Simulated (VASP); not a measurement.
# HfW8C8Cl4 in VASP: a series of runs

HfW8C8Cl4 is run at these levels: PBEsol; tasks: single point.

Program: VASP 6.6.1. These are calculated values, not measurements. Logs are shortened: lines on timing, memory, paths and dates and some standing lists are left out, and cuts for length are marked.

## Step 1: The cell of the first run

The cell holds a slab with vacuum, 21 atoms: a = 5.725 Å, b = 5.725 Å, c = 17.211 Å, α = 90.00°, β = 90.00°, γ = 120.00°.

## Step 2: Single point, PBEsol

Contents of INCAR:

```
SYSTEM = HfW8C8Cl4
  ALGO = Normal
  EDIFF = 1E-7
  ENCUT = 520
  GGA = PS
  ISIF = 2
  ISMEAR = 0
  LASPH = .True.
  LCHARG = .True.
  LELF = .True.
  LREAL = Auto
  LVHAR = .True.
  LWAVE = .False.
  NBANDS = 107
  NELM = 60
  PREC = Accurate
  SIGMA = 0.15
```

Contents of KPOINTS:

```
k-points
0
Gamma
  4 4 1
  0 0 0
```

Contents of POSCAR:

```
HfW8C8Cl4
1.0
    5.7250800000      0.0000000000      0.0000000000
   -2.8625400000      4.9580650000      0.0000000000
    0.0000000000      0.0000000000     17.2106650000
W C Hf Cl
8 8 1 4
Direct
    0.0000000000      0.0000000000      0.0581035073
    0.0000914148      0.0000413468      0.2242811071
    0.0000000504      0.5000001008      0.0581035073
    0.0000893923      0.5000313630      0.2242400860
    0.5000000000      0.0000000000      0.0581035073
    0.5000680809      0.0000359011      0.2243315990
    0.5000000504      0.5000001008      0.0581035073
    0.5000652516      0.5000243038      0.2243131802
    0.3333660792      0.1666811548      0.1347832289
    0.3333307501      0.1667208881      0.2896343633
    0.3333830606      0.6667032401      0.1347728865
    0.3332565925      0.6665753676      0.2896068804
    0.8333336798      0.1666498926      0.1347685868
    0.8336726980      0.1669143103      0.2896336080
    0.8333475712      0.6666727846      0.1347669018
    0.8336056754      0.6667879505      0.2896568494
    0.0369894678      0.9195534952      0.5813375602
    0.4735212206      1.0035523939      0.5828609760
    0.1213674636      1.3562770960      0.5806901128
   -0.1786165152      0.6986868869      0.4695116081
   -0.1776108460      0.7064221627      0.6945265625
```

Potentials or basis: VASP PAW PBE potentials, release 64 (W_sv, C, Hf_pv, Cl).

Launch:

```console
cat potpaw_PBE.64/W_sv/POTCAR potpaw_PBE.64/C/POTCAR potpaw_PBE.64/Hf_pv/POTCAR potpaw_PBE.64/Cl/POTCAR > POTCAR
mpirun -np 1 vasp_std > vasp.out
```

OUTCAR:

```text
SYSTEM = HfW8C8Cl4
   EDIFF = 1E-7
   ENCUT = 520
   GGA = PS
   ISIF = 2
   ISMEAR = 0
   LASPH = .True.
   LREAL = Auto
   NELM = 60
   PREC = Accurate

 ion  position               nearest neighbor table
   1  0.000  0.000  0.058-  13 2.11  15 2.11   9 2.12   2 2.86   3 2.86   7 2.86   5 2.86   5 2.86
                             7 2.86   3 2.86
   2  0.000  0.000  0.224-  10 2.00  14 2.00  16 2.00   9 2.26  13 2.26  15 2.26   1 2.86   8 2.86
                             6 2.86   4 2.86   4 2.86   6 2.86   8 2.86
   3  0.000  0.500  0.058-  15 2.11  13 2.11  11 2.12   4 2.86   1 2.86   5 2.86   7 2.86   7 2.86
                             5 2.86   1 2.86
   4  0.000  0.500  0.224-  12 2.00  14 2.00  16 2.00  11 2.26  13 2.26  15 2.26   3 2.86   8 2.86
                             2 2.86   6 2.86   6 2.86   2 2.86   8 2.86
   5  0.500  0.000  0.058-  11 2.11  13 2.11   9 2.11   6 2.86   7 2.86   3 2.86   1 2.86   1 2.86
                             3 2.86   7 2.86
   6  0.500  0.000  0.224-  12 2.00  10 2.00  14 2.00  13 2.26   9 2.26  11 2.26   5 2.86   2 2.86
                             8 2.86   4 2.86   4 2.86   8 2.86   2 2.86
   7  0.500  0.500  0.058-  11 2.11  15 2.11   9 2.11   8 2.86   5 2.86   1 2.86   3 2.86   3 2.86
                             1 2.86   5 2.86
   8  0.500  0.500  0.224-  12 2.00  10 2.00  16 2.00  15 2.26   9 2.26  11 2.26   7 2.86   2 2.86
                             4 2.86   6 2.86   6 2.86   4 2.86   2 2.86
   9  0.333  0.167  0.135-   5 2.11   7 2.11   1 2.12   2 2.26   8 2.26   6 2.26
  10  0.333  0.167  0.290-   8 2.00   2 2.00   6 2.00
  11  0.333  0.667  0.135-   5 2.11   7 2.11   3 2.12   4 2.26   8 2.26   6 2.26
  12  0.333  0.667  0.290-   4 2.00   8 2.00   6 2.00
  13  0.833  0.167  0.135-   1 2.11   5 2.11   3 2.11   4 2.26   2 2.26   6 2.26
  14  0.834  0.167  0.290-   4 2.00   2 2.00   6 2.00
  15  0.833  0.667  0.135-   3 2.11   1 2.11   7 2.11   4 2.26   2 2.26   8 2.26
  16  0.834  0.667  0.290-   2 2.00   4 2.00   8 2.00
  17  0.037  0.920  0.581-  20 2.29  18 2.30  19 2.30  21 2.30
  18  0.474  0.004  0.583-  17 2.30
  19  0.121  0.356  0.581-  17 2.30
  20  0.821  0.699  0.470-  17 2.29
  21  0.822  0.706  0.695-  17 2.30

  LATTYP: Found a hexagonal cell.
 ALAT       =     5.7250800000
 C/A-ratio  =     3.0061876865

  Lattice vectors:

 A1 = (   5.7250800000,   0.0000000000,   0.0000000000)
 A2 = (  -2.8625400000,   4.9580650000,   0.0000000000)
 A3 = (   0.0000000000,   0.0000000000,  17.2106650000)

Analysis of symmetry for initial positions (statically):
=====================================================================
 Subroutine PRICEL returns:
 Original cell was already a primitive cell.

 Routine SETGRP: Setting up the symmetry group for a
 hexagonal supercell.

 Subroutine GETGRP returns: Found  1 space group operations
 (whereof  1 operations were pure point group operations)
 out of a pool of 24 trial point group operations.

The static configuration has the point symmetry C_1 .

Analysis of symmetry for dynamics (positions and initial velocities):
=====================================================================
 Subroutine PRICEL returns:
 Original cell was already a primitive cell.

 Routine SETGRP: Setting up the symmetry group for a
 hexagonal supercell.

 Subroutine GETGRP returns: Found  1 space group operations
 (whereof  1 operations were pure point group operations)
 out of a pool of 24 trial point group operations.

The dynamic configuration has the point symmetry C_1 .

 Subroutine INISYM returns: Found  1 space group operations
 (whereof  1 operations are pure point group operations),
 and found     1 'primitive' translations

----------------------------------------------------------------------------------------

                                     Primitive cell

  volume of cell :     488.5302

  direct lattice vectors                    reciprocal lattice vectors
     5.725080000  0.000000000  0.000000000     0.174670048  0.100845794  0.000000000
    -2.862540000  4.958065000  0.000000000     0.000000000  0.201691587  0.000000000
     0.000000000  0.000000000 17.210665000     0.000000000  0.000000000  0.058103507

  length of vectors
     5.725080000  5.725080244 17.210665000     0.201691596  0.201691587  0.058103507

  position of ions in fractional coordinates (direct lattice)
     0.000000000  0.000000000  0.058103507
     0.000091415  0.000041347  0.224281107
     0.000000050  0.500000101  0.058103507
     0.000089392  0.500031363  0.224240086
     0.500000000  0.000000000  0.058103507
     0.500068081  0.000035901  0.224331599
[... 13 lines left out ...]
     0.821383485  0.698686887  0.469511608
     0.822389154  0.706422163  0.694526563

  ion indices of the primitive-cell ions
   primitive index   ion index
                 1           1
                 2           2
                 3           3
                 4           4
                 5           5
                 6           6
[... 13 lines left out ...]
                20          20
                21          21

----------------------------------------------------------------------------------------

 KPOINTS: k-points

Automatic generation of k-mesh.
 Grid dimensions read from file:
 generate k-points for:    4    4    1

 Generating k-lattice:

  Cartesian coordinates                     Fractional coordinates (reciprocal lattice)
     0.043667512  0.025211448  0.000000000     0.250000000 -0.000000000  0.000000000
     0.000000000  0.050422897  0.000000000     0.000000000  0.250000000  0.000000000
     0.000000000  0.000000000  0.058103507     0.000000000  0.000000000  1.000000000

  Length of vectors
     0.050422899  0.050422897  0.058103507

  Shift w.r.t. Gamma in fractional coordinates (k-lattice)
     0.000000000  0.000000000  0.000000000

 Subroutine IBZKPT returns following result:
 ===========================================

 Found     10 irreducible k-points:

 Following reciprocal coordinates:
            Coordinates               Weight
  0.000000  0.000000  0.000000      1.000000
  0.250000  0.000000  0.000000      2.000000
  0.000000  0.250000  0.000000      2.000000
 -0.250000  0.250000  0.000000      2.000000
  0.500000  0.000000  0.000000      1.000000
  0.000000  0.500000  0.000000      1.000000
  0.500000  0.500000  0.000000      1.000000
  0.250000  0.250000  0.000000      2.000000
 -0.250000  0.500000  0.000000      2.000000
  0.500000  0.250000  0.000000      2.000000
   k-points           NKPTS =     10   k-points in BZ     NKDIM =     10   number of bands    NBANDS=    107
   number of dos      NEDOS =    301   number of ions     NIONS =     21
   total plane-waves  NPLWV = 294912
   dimension x,y,z NGX =    48 NGY =   48 NGZ =  128
   dimension x,y,z NGXF=    96 NGYF=   96 NGZF=  256
   ions per type =               8   8   1   4
   NGX,Y,Z   is equivalent  to a cutoff of  13.94, 13.94, 12.36 a.u.
   NGXF,Y,Z  is equivalent  to a cutoff of  27.88, 27.88, 24.73 a.u.
 SYSTEM =  HfW8C8Cl4
   PREC   = accura    normal or accurate (medium, high low for compatibility)
   ISTART =      0    job   : 0-new  1-cont  2-samecut
   ICHARG =      2    charge: 1-file 2-atom 10-const
   ISPIN  =      1    spin polarized calculation?
   LNONCOLLINEAR =      F non collinear calculations
   LSORBIT =      F    spin-orbit coupling
   LASPH  =      T    aspherical Exc in radial PAW
   ENCUT  =  520.0 eV  38.22 Ry    6.18 a.u.  10.64 10.64 32.00*2*pi/ulx,y,z
   NELM   =     60;   NELMIN=  2; NELMDL= -5     # of ELM steps
   EDIFF  = 0.1E-06   stopping-criterion for ELM
   LREAL  =      T    real-space projection
   EDIFFG = 0.1E-05   stopping-criterion for IOM
   NSW    =      0    number of steps for IOM
   IBRION =     -1    ionic relax: 0-MD 1-quasi-New 2-CG
   NFREE  =      0    steps in history (QN), initial steepest desc. (CG)
   ISIF   =      2    stress and relaxation
   ISYM   =      2    0-nonsym 1-usesym 2-fastsym
   POTIM  = 0.5000    time-step for ionic-motion
   TEBEG  =    0.0;   TEEND  =   0.0 temperature during run
   PSTRESS=    0.0 pullay stress
   NELECT =     182.0000    total number of electrons
   NUPDOWN=      -1.0000    fix difference up-down
   EMIN   =  10.00;   EMAX   =-10.00  energy-range for DOS
   EFERMI =   0.00;   METHOD = LEGACY
   ISMEAR =     0;   SIGMA  =   0.15  broadening in eV -4-tet -1-fermi 0-gaus
   EFERMI_NEDOS =   21; number of points for ismear=-14 and -15
   IALGO  =     38    algorithm
   IMIX   =      4    mixing-type and parameters
     AMIX     =   0.40;   BMIX     =  1.00
     AMIX_MAG =   1.60;   BMIX_MAG =  1.00
  volume/ion in A,a.u.               =      23.26       156.99
  Fermi-wavevector in a.u.,A,eV,Ry     =   1.177972  2.226044 18.879676  1.387617
  Thomas-Fermi vector in A             =   2.314309
   LORBIT       =      0    0 simple, 1 ext, 2 COOP (PROOUT), +10 PAW based schemes
   GGA     = PS    functional components
   LHFCALC =     F    Hartree Fock is set to
   AEXX    =    0.0000 exact exchange contribution
   IVDW    =     0    specifies the selected vdW correction
   LEPSILON=     F    determine dielectric tensor
   LRPA    =     F    only Hartree local field effects (RPA)
 non-spin polarized calculation
 Gauss-broadening in eV      SIGMA  =   0.15
  energy-cutoff  :      520.00
  volume of cell :      488.53
 maximum number of plane-waves:     13217
 NGX is ok and might be reduce to    48
   NGX = 21   NGY = 21   NGZ = 65

 number of electron     181.9999991 magnetization

 Free energy of the ion-electron system (eV)
  ---------------------------------------------------
  ext. energy  EPLUGINS =         0.00000000
  ---------------------------------------------------
  free energy    TOTEN  =      -199.25663054 eV

  energy without entropy =     -199.15650438  energy(sigma->0) =     -199.20656746

 E-fermi :   2.0531     XC(G=0):  -8.2294

 val. band max:        1.9797958384   @ k =   0.2500   0.0000   0.0000
 cond. band min:       2.0970251983   @ k =   0.2500   0.2500   0.0000
 fundamental gap:      0.1172293599
 Fermi energy:         2.0530755711

 k-point     1 :       0.0000    0.0000    0.0000
  band No.  band energies     occupation
      1     -71.7639      2.00000
      2     -71.7184      2.00000
      3     -71.6914      2.00000
      4     -71.6883      2.00000
      5     -71.6869      2.00000
      6     -71.6496      2.00000
[... 1049 lines left out ...]
    102       4.5307      0.00000
    103       4.5938      0.00000
 [bands above 103 left out]

------------------------ aborting loop because EDIFF is reached ----------------------------------------

  FORCE on cell =-STRESS in cart. coord.  units (eV):
  Direction    XX          YY          ZZ          XY          YZ          ZX
  --------------------------------------------------------------------------------------
  -------------------------------------------------------------------------------------
  Total       13.9292374     14.0798780      0.7104169      0.0999775     -0.0556204     -0.0112937
  in kB       45.6821458     46.1761846      2.3298739      0.3278848     -0.1824120     -0.0370385
  external PRESSURE =      31.3960681 kB  Pullay stress =       0.0000000 kB

 VOLUME and BASIS-vectors are now :
 -----------------------------------------------------------------------------
  energy-cutoff  :      520.00
  volume of cell :      488.53
      direct lattice vectors                 reciprocal lattice vectors
     5.725080000  0.000000000  0.000000000     0.174670048  0.100845794  0.000000000
    -2.862540000  4.958065000  0.000000000     0.000000000  0.201691587  0.000000000
     0.000000000  0.000000000 17.210665000     0.000000000  0.000000000  0.058103507

 POSITION                                       TOTAL-FORCE (eV/Angst)
 -----------------------------------------------------------------------------------
      0.00000      0.00000      1.00000         0.001529     -0.000487     -0.065783
      0.00041      0.00021      3.86003        -0.003791      0.016248     -0.062465
     -1.43127      2.47903      1.00000         0.000647      0.000967     -0.070360
     -1.43085      2.47919      3.85932         0.004783     -0.004826     -0.035130
      2.86254      0.00000      1.00000         0.000885      0.001242     -0.065483
      2.86283      0.00018      3.86090         0.006275      0.005781     -0.042716
[... 13 lines left out ...]
      2.70247      3.46413      8.08061         0.001868      0.035842      0.075399
      2.68608      3.50249     11.95326         0.020079      0.036666     -0.077328
 -----------------------------------------------------------------------------------
    total drift:                                0.001802      0.000007      0.060481

  FREE ENERGIE OF THE ION-ELECTRON SYSTEM (eV)
  ---------------------------------------------------
  free  energy   TOTEN  =      -199.2566305398 eV

  energy  without entropy=     -199.1565043824  energy(sigma->0) =     -199.20656746
```

It took 29 min on 1 thread of Intel Xeon Platinum 8259CL at 2.50GHz (Skylake/Cascade Lake), shared host; peak memory 0.83 GiB.

What came out:

```yaml
Free_energy: -199.2566 eV
Largest_force: 0.115 eV/Å
Band_gap_on_the_k_mesh: zero (bands 91 and 92 overlap by 0.70 eV)
```

Forces on the atoms (eV/Å):
```
W    0.002  0.000 -0.066
W   -0.004  0.016 -0.062
W    0.001  0.001 -0.070
W    0.005 -0.005 -0.035
W    0.001  0.001 -0.065
W    0.006  0.006 -0.043
W    0.002  0.001 -0.062
W   -0.004 -0.002 -0.057
C    0.001  0.000  0.013
C   -0.011  0.005  0.106
C    0.001 -0.001  0.012
C    0.007 -0.009  0.107
C   -0.001  0.000  0.012
C    0.007 -0.008  0.092
C   -0.001  0.001  0.012
C   -0.007  0.001  0.115
Hf   0.022  0.015  0.007
Cl  -0.097  0.001 -0.005
Cl   0.048 -0.096 -0.007
Cl   0.002  0.036  0.075
Cl   0.020  0.037 -0.077
```

Caveat: there is no dipole correction, which matters where the two faces differ; the PAW data sets were made with another functional, which shifts forces and pressure a little; spin-orbit coupling is left out, which moves the levels of the heavy elements.

(Continued in part 2 of 2.)

The gap in the log of VASP goes by the Fermi energy; the results here count the filled bands.